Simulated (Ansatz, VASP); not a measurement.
# Ag in VASP and in Ansatz

```xyz
1
Lattice="0.0409 2.0635 2.0635 2.0635 0.0409 2.0635 2.0635 2.0635 0.0409" Properties=species:S:1:pos:R:3 pbc="T T T"
Ag    0.0000    0.0000    0.0000
```

Change from the starting cell: equal xy, yz and zx shear strains of +2 %, crystal datasets.

Alike in both runs: task electric field gradients; functional LDA; k mesh 15 × 15 × 15; occupations fermi-dirac, width 0.05 eV; no spin polarisation.

|  | VASP | Ansatz |
| --- | --- | --- |
| version | VASP 6.6.1 | Ansatz 0.2.0 |
| potentials or method | VASP PAW LDA potentials, release 64 (Ag), cutoff 520 eV | all-electron PAW with datasets made for the crystal, scalar-relativistic |

Ansatz gave:

* pressure (GPa): -7.3
* traceless stress, the component that is largest in VASP (GPa): -0.56
* size of Vzz on the site where it differs most (V/Å²): 1.0

**Question.** What did VASP give for the same quantities?

**Answer.** Pressure (GPa): -7.1; traceless stress, the component that is largest in VASP (GPa): -0.56; size of Vzz on the site where it differs most (V/Å²): 2.4.

LDA's correlation is that of Perdew and Zunger in VASP and of Perdew and Wang (1992) in Ansatz. Ansatz ran all-electron here, and VASP with PAW potentials.
